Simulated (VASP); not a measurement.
Runs of VASP 6.6.1 on BN. Symmetry: F-43m, No. 216, cubic system. Conventional cell: a = 3.610 Å, b = 3.610 Å, c = 3.610 Å, α = 90.00°, β = 90.00°, γ = 90.00°. Within 2.1 Å of B (site symmetry -43m) lie 4 N at 1.56 Å. Within 2.1 Å of N (site symmetry -43m) lie 4 B at 1.56 Å. 

| task | level | potentials or basis | k mesh | smearing | grid for exact exchange (PRECFOCK) | share of exact exchange | gap on the mesh (eV) | pressure (GPa) |
| --- | --- | --- | --- | --- | --- | --- | --- | --- |
| single point | r2SCAN | VASP PAW PBE potentials, release 64 (B, N) | 12 × 12 × 12 | gaussian 0.01 eV | - | - | 4.98 | (a) |
| single point | PBE | VASP PAW PBE potentials, release 64 (B, N) | 12 × 12 × 12 | fermi-dirac 0.02 eV | - | - | 4.46 | (b) |
| dielectric tensor | PBE | VASP PAW PBE potentials, release 64 (B, N) | 10 × 10 × 10 | gaussian 0.01 eV | - | - | 4.46 | - |
| single point | LDA | VASP PAW LDA potentials, release 64 (B, N) | 12 × 12 × 12 | gaussian 0.01 eV | - | - | 4.35 | -8.5 |
| single point | PBE0 | VASP PAW PBE potentials, release 64 (B, N) | 8 × 8 × 8 | gaussian 0.01 eV | Normal | 0.25 | 6.55 | -3.9 |

Alike in all rows: no spin polarisation; cell as given; cutoff (eV) 520.

**Question.** Fill in the values left out.

**Answer.** (a) 1.1; (b) 5.0.

Caveats: the PAW data sets were made with another functional, which shifts forces and pressure a little (at least some runs); the cell stands under tension (at least some runs); the cell stands under pressure (at least some runs).

A k mesh can miss the band edges.
